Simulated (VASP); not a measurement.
Input of a VASP 6.6.1 run:

The input INCAR:

```
SYSTEM = In
ALGO = Normal
EDIFF = 1E-6
ENCUT = 500
GGA = PE
GGA_COMPAT = .FALSE.
ISIF = 2
ISMEAR = 0
LASPH = .TRUE.
LCHARG = .TRUE.
LELF = .TRUE.
LREAL = .FALSE.
LVHAR = .TRUE.
LWAVE = .FALSE.
NBANDS = 12
NELM = 120
PREC = Accurate
SIGMA = 0.1
```

KPOINTS

```
k-points
0
G
  18 18 18
  0 0 0
```

File POSCAR:

```
In
1.0
   -1.5723894810      1.5723894810      2.4663797130
    1.5723894810     -1.5723894810      2.4663797130
    1.5723894810      1.5723894810     -2.4663797130
In
1
Direct
    0.0000000000      0.0000000000      0.0000000000
```

Potentials or basis: VASP PAW PBE potentials, release 64 (In_d).

Command:

```bash
$ cat potpaw_PBE.64/In_d/POTCAR > POTCAR
$ mpirun -np 1 vasp_std > vasp.out
```

(1) Estimate the pressure.

(2) Predict the band gap on the k mesh.

Results:

(1) 5.6 GPa.

(2) zero (an odd number of electrons rules out a gap without spin polarisation).

Caveat: the cell differs from its parent crystal (strained); the cell stands under pressure; spin-orbit coupling is left out, which moves the levels of the heavy elements.
